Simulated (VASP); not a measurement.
Input of a VASP 6.6.1 run:

INCAR

```
PREC     = Accurate       # precision mode
ENCUT    = 520            # plane-wave cutoff, eV
EDIFF    = 1E-6           # SCF threshold, eV
ISMEAR   = 0              # smearing method
SIGMA    = 0.05           # smearing width, eV
LREAL    = Auto         
LASPH    = True           # aspherical terms in the spheres
NELM     = 150            # most SCF steps
ALGO     = Fast           # electronic algorithm
ISIF     = 2              # what is computed and relaxed
LWAVE    = False          # write WAVECAR
LCHARG   = True           # write CHGCAR
ISPIN    = 2              # spin polarisation
MAGMOM   = 0 0 0 0 0 0 0 0 0 0 0 0 0 0 0 0 3 # initial moments
LORBIT   = 11             # projections on sites
LDIPOL   = True         
IDIPOL   = 3            
DIPOL    = 0.5 0.5 0.324
GGA      = PE             # functional
LELF     = True           # ELF
LVHAR    = True         
LVACPOTAV= True         
NBANDS   = 52             # bands
```

The input KPOINTS:

```
Automatic mesh
0
Gamma
  4 4 1
```

File POSCAR:

```
Si16N
1.0
    7.7021644573      0.0000000000      0.0000000000
    0.0000000000      6.3646810416      0.0000000000
    0.0000000000      0.0000000000     19.7525435307
Si N
16 1
Direct
    0.0000000000      0.9370679285      0.2025055656
    0.5000000000      0.9370679285      0.2025055656
    0.0000000000      0.5629320715      0.2025055656
    0.5000000000      0.5629320715      0.2025055656
    0.2500000000      0.4370679285      0.2587875163
    0.7500000000      0.4370679285      0.2587875163
    0.2500000000      0.0629320715      0.2587875163
    0.7500000000      0.0629320715      0.2587875163
    0.2500000000      0.9333044702      0.3720589481
    0.7500000000      0.9333044702      0.3720589481
    0.2500000000      0.5666955298      0.3720589481
    0.7500000000      0.5666955298      0.3720589481
    0.0000000000      0.4259907582      0.4177964989
    0.5000000000      0.4259907582      0.4177964989
    0.0000000000      0.0740092418      0.4177964989
    0.5000000000      0.0740092418      0.4177964989
    0.0000000000      1.0926574249      0.5048744730
```

Potentials or basis: VASP PAW PBE potentials, release 64 (Si, N).

Launch:

```sh
$ cat potpaw_PBE.64/Si/POTCAR potpaw_PBE.64/N/POTCAR > POTCAR
$ mpirun -np 1 vasp_std > vasp.out
```

Task: Predict the largest force.

Result: 1.034 eV/Å.

Task: What does it give for the site moments?

Result: Si +0.04, -0.05, -0.04, +0.07, -0.00, +0.00, +0.03, +0.01, -0.07, +0.02, -0.03, -0.01 (each value once); N +0.81 μB.

Task: Estimate the net moment.

Result: 1.24 μB per cell.

Forces on the atoms (eV/Å):
```
Si   0.000 -0.799  0.617
Si   0.000 -0.583  0.579
Si   0.000  0.817  0.634
Si   0.000  0.597  0.563
Si  -0.004 -0.016 -0.581
Si   0.004 -0.016 -0.581
Si   0.063 -0.033 -0.555
Si  -0.063 -0.033 -0.555
Si   0.212 -0.153 -0.353
Si  -0.212 -0.153 -0.353
Si   0.019  0.012  0.076
Si  -0.019  0.012  0.076
Si   0.000  0.287  0.177
Si   0.000 -0.092 -0.007
Si   0.000 -0.549  0.237
Si   0.000  0.092 -0.049
N    0.000  0.609  0.073
```
